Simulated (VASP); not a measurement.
# KLa (L11 type) (R-3m) in VASP: further runs, part 2 of 2

VASP 6.6.1. Earlier steps stand in the parts before.

### Step 4. Electric field gradients, PBEsol

This run uses another cell than the first one, of 47.52 Å³/atom.

Input file INCAR:

```
  PREC = Accurate
  ENCUT = 520
  EDIFF = 1E-8
  ISMEAR = -1
  SIGMA = 0.05
  LREAL = False
  LASPH = True
  NELM = 100
  ALGO = Normal
  ISIF = 2
  LWAVE = False
  LCHARG = False
  GGA = PS
  LEFG = True
  NBANDS = 17
```

Input file KPOINTS:

```
regular mesh
0
Gamma
  11 11 11
```

Input file POSCAR:

```
KLa
1.0
    1.9123168285     -1.1040766357      7.5026813705
    0.0000000000      2.2081532714      7.5026813705
   -1.9123168285     -1.1040766357      7.5026813705
K La
1 1
Direct
    0.0000000000      0.0000000000      0.0000000000
    0.5000000000      0.5000000000      0.5000000000
```

Potentials or basis: VASP PAW PBE potentials, release 64 (K_sv, La).

Launch:

```
> cat potpaw_PBE.64/K_sv/POTCAR potpaw_PBE.64/La/POTCAR > POTCAR
> mpirun -np 1 vasp_std > vasp.out
```

OUTCAR:

```text
PREC = Accurate
   ENCUT = 520
   EDIFF = 1E-8
   ISMEAR = -1
   LREAL = False
   LASPH = True
   NELM = 100
   ISIF = 2
   GGA = PS

 ion  position               nearest neighbor table
   1  0.000  0.000  0.000-
   2  0.500  0.500  0.500-

  LATTYP: Found a trigonal (rhomboedric) cell.
 ALAT       =     7.8208802968
 COS(alpha) =     0.8804255445

  Lattice vectors:

 A1 = (   1.9123168285,  -1.1040766357,   7.5026813705)
 A2 = (   0.0000000000,   2.2081532714,   7.5026813705)
 A3 = (  -1.9123168285,  -1.1040766357,   7.5026813705)

Analysis of symmetry for initial positions (statically):
=====================================================================
 Subroutine PRICEL returns:
 Original cell was already a primitive cell.

 Routine SETGRP: Setting up the symmetry group for a
 trigonal (rhombohedral) supercell.

 Subroutine GETGRP returns: Found 12 space group operations
 (whereof 12 operations were pure point group operations)
 out of a pool of 12 trial point group operations.

The static configuration has the point symmetry D_3d.

Analysis of symmetry for dynamics (positions and initial velocities):
=====================================================================
 Subroutine PRICEL returns:
 Original cell was already a primitive cell.

 Routine SETGRP: Setting up the symmetry group for a
 trigonal (rhombohedral) supercell.

 Subroutine GETGRP returns: Found 12 space group operations
 (whereof 12 operations were pure point group operations)
 out of a pool of 12 trial point group operations.

The dynamic configuration has the point symmetry D_3d.

 Subroutine INISYM returns: Found 12 space group operations
 (whereof 12 operations are pure point group operations),
 and found     1 'primitive' translations

----------------------------------------------------------------------------------------

                                     Primitive cell

  volume of cell :      95.0445

  direct lattice vectors                    reciprocal lattice vectors
     1.912316829 -1.104076636  7.502681371     0.261462950 -0.150955705  0.044428561
     0.000000000  2.208153271  7.502681371     0.000000000  0.301911410  0.044428561
    -1.912316829 -1.104076636  7.502681371    -0.261462950 -0.150955705  0.044428561

  length of vectors
     7.820880297  7.820880297  7.820880297     0.305162901  0.305162901  0.305162901

  position of ions in fractional coordinates (direct lattice)
     0.000000000  0.000000000  0.000000000
     0.500000000  0.500000000  0.500000000

  ion indices of the primitive-cell ions
   primitive index   ion index
                 1           1
                 2           2

----------------------------------------------------------------------------------------

 KPOINTS: regular mesh

Automatic generation of k-mesh.
[... 71 lines left out ...]
   NFREE  =      0    steps in history (QN), initial steepest desc. (CG)
   ISIF   =      2    stress and relaxation
   ISYM   =      2    0-nonsym 1-usesym 2-fastsym
   POTIM  = 0.5000    time-step for ionic-motion
   TEBEG  =    0.0;   TEEND  =   0.0 temperature during run
   PSTRESS=    0.0 pullay stress
   NELECT =      20.0000    total number of electrons
   NUPDOWN=      -1.0000    fix difference up-down
   EMIN   =  10.00;   EMAX   =-10.00  energy-range for DOS
   EFERMI =   0.00;   METHOD = LEGACY
   ISMEAR =    -1;   SIGMA  =   0.05  broadening in eV -4-tet -1-fermi 0-gaus
   EFERMI_NEDOS =   21; number of points for ismear=-14 and -15
   IALGO  =     38    algorithm
   IMIX   =      4    mixing-type and parameters
     AMIX     =   0.40;   BMIX     =  1.00
     AMIX_MAG =   1.60;   BMIX_MAG =  1.00
  volume/ion in A,a.u.               =      47.52       320.70
  Fermi-wavevector in a.u.,A,eV,Ry     =   0.973739  1.840100 12.900603  0.948168
  Thomas-Fermi vector in A             =   2.104143
   LORBIT       =      0    0 simple, 1 ext, 2 COOP (PROOUT), +10 PAW based schemes
   GGA     = PS    functional components
   LHFCALC =     F    Hartree Fock is set to
   AEXX    =    0.0000 exact exchange contribution
   IVDW    =     0    specifies the selected vdW correction
   LEPSILON=     F    determine dielectric tensor
   LRPA    =     F    only Hartree local field effects (RPA)
 non-spin polarized calculation
  energy-cutoff  :      520.00
  volume of cell :       95.04
 maximum number of plane-waves:      2578
 NGX is ok and might be reduce to    60
   NGX = 29   NGY = 29   NGZ = 29

 number of electron      19.9999999 magnetization

 Free energy of the ion-electron system (eV)
  ---------------------------------------------------
  ext. energy  EPLUGINS =         0.00000000
  ---------------------------------------------------
  free energy    TOTEN  =        -5.64956095 eV

  energy without entropy =       -5.62786592  energy(sigma->0) =       -5.63871344

 E-fermi :   3.1821     XC(G=0):  -7.8055

 val. band max:        3.1816823415   @ k =   0.3636   0.2727   0.0000
 cond. band min:       3.1890981553   @ k =  -0.1818   0.4545   0.0909
 fundamental gap:      0.0074158138
 Fermi energy:         3.1821321588

 k-point     1 :       0.0000    0.0000    0.0000
  band No.  band energies     occupation
      1     -30.1871      2.00000
      2     -28.3649      2.00000
      3     -13.8782      2.00000
      4     -13.3186      2.00000
      5     -13.3186      2.00000
      6     -11.8559      2.00000
[... 457 lines left out ...]
      4     -13.7778      2.00000
      5     -13.5238      2.00000
      6     -12.0332      2.00000
[... 9 lines left out ...]
     16       4.6131      0.00000
     17       4.6522      0.00000

 [... further k-points ...]

------------------------ aborting loop because EDIFF is reached ----------------------------------------

  FORCE on cell =-STRESS in cart. coord.  units (eV):
  Direction    XX          YY          ZZ          XY          YZ          ZX
  --------------------------------------------------------------------------------------
  -------------------------------------------------------------------------------------
  Total       -0.8248675     -0.8248675     -0.5714868      0.0000000     -0.0000000     -0.0000000
  in kB      -13.9049025    -13.9049025     -9.6336302      0.0000000     -0.0000000     -0.0000000
  external PRESSURE =     -12.4811451 kB  Pullay stress =       0.0000000 kB

 VOLUME and BASIS-vectors are now :
 -----------------------------------------------------------------------------
  energy-cutoff  :      520.00
  volume of cell :       95.04
      direct lattice vectors                 reciprocal lattice vectors
     1.912316829 -1.104076636  7.502681371     0.261462950 -0.150955705  0.044428561
     0.000000000  2.208153271  7.502681371     0.000000000  0.301911410  0.044428561
    -1.912316829 -1.104076636  7.502681371    -0.261462950 -0.150955705  0.044428561

 POSITION                                       TOTAL-FORCE (eV/Angst)
 -----------------------------------------------------------------------------------
      0.00000      0.00000      0.00000        -0.000000     -0.000000      0.000000
      0.00000      0.00000     11.25402         0.000000      0.000000      0.000000
 -----------------------------------------------------------------------------------
    total drift:                                0.000000     -0.000000      0.000000

  FREE ENERGIE OF THE ION-ELECTRON SYSTEM (eV)
  ---------------------------------------------------
  free  energy   TOTEN  =        -5.6495609543 eV

  energy  without entropy=       -5.6278659177  energy(sigma->0) =       -5.63871344

 Electric field gradients (V/A^2)
---------------------------------------------------------------------
 ion       V_xx      V_yy      V_zz      V_xy      V_xz      V_yz
---------------------------------------------------------------------
   1      10.919    10.919   -21.839    -0.000    -0.000    -0.000
   2      24.530    24.530   -49.061     0.000     0.000    -0.000
---------------------------------------------------------------------

 Electric field gradients after diagonalization (V/A^2)
 (convention: |V_zz| > |V_xx| > |V_yy|)
----------------------------------------------------------------------
 ion       V_xx      V_yy      V_zz     asymmetry (V_yy - V_xx)/ V_zz
----------------------------------------------------------------------
   1      10.919    10.919   -21.839       0.000
   2      24.530    24.530   -49.061       0.000
----------------------------------------------------------------------

           NMR quadrupolar parameters

 Cq : quadrupolar parameter    Cq=e*Q*V_zz/h
 eta: asymmetry parameters     (V_yy - V_xx)/ V_zz
 Q  : nuclear electric quadrupole moment in mb (millibarn)
----------------------------------------------------------------------
 ion       Cq(MHz)       eta       Q (mb)
----------------------------------------------------------------------
   1      -0.053       0.000       1.000
   2      -0.119       0.000       1.000
----------------------------------------------------------------------
```

Wall time 15 min (1 thread of Intel Xeon Platinum 8559C (Emerald Rapids), shared host); peak memory 0.69 GiB.

What came out:

- Free energy: -5.6496 eV
- Pressure: -1.2 GPa
- Band gap on the k mesh: zero (bands 10 and 11 overlap by 0.49 eV)
- Largest electric field gradient by atom: K -21.8; La -49.1 V/Å²

Stress tensor (GPa, compression positive):
```
-1.39  0.00  0.00
 0.00 -1.39  0.00
 0.00  0.00 -0.96
```

Levels at points of the mesh, in eV from the Fermi level:
| k point | band 6 | band 7 | band 8 | band 9 | band 10 | band 11 | band 12 | band 13 | band 14 | band 15 |
| --- | --- | --- | --- | --- | --- | --- | --- | --- | --- | --- |
| (0.00, 0.00, 0.00) | -15.04 | -14.97 | -14.97 | -2.91 | -1.15 | 0.46 | 0.97 | 1.27 | 1.35 | 1.35 |

Electric field gradients, principal values (V/Å²):
```
atom   least  middle  greatest (by size)
 1 K  10.919  10.919             -21.839
2 La  24.530  24.530             -49.061
```

Caveat: without QUAD_EFG the Cq values of the log hold for a quadrupole moment of 1 mb, not for the nuclei; the PAW data sets were made with another functional, which shifts forces and pressure a little; spin-orbit coupling is left out, which moves the levels of the heavy elements.

### Step 5. The runs side by side

| level | cell | gap on the mesh (eV) | pressure (GPa) |
| --- | --- | --- | --- |
| PBE | a = 7.744 Å, angles 28.3°, 2 atoms | none | 0.0 |
| PBE | a = 7.821 Å, angles 28.3°, 2 atoms | none | -0.4 |
| PBEsol | a = 7.821 Å, angles 28.3°, 2 atoms | none | -1.2 |

Alike in all rows: task electric field gradients; potentials or basis VASP PAW PBE potentials, release 64 (K_sv, La); no spin polarisation; k mesh 11 × 11 × 11; cutoff (eV) 520; smearing fermi-dirac 0.05 eV.

Caveats: spin-orbit coupling is left out, which moves the levels of the heavy elements; the PAW data sets were made with another functional, which shifts forces and pressure a little (at least some runs).

Absolute energies hang on the potentials; compare differences alone.

The gap in the log of VASP goes by the Fermi energy; the results here count the filled bands.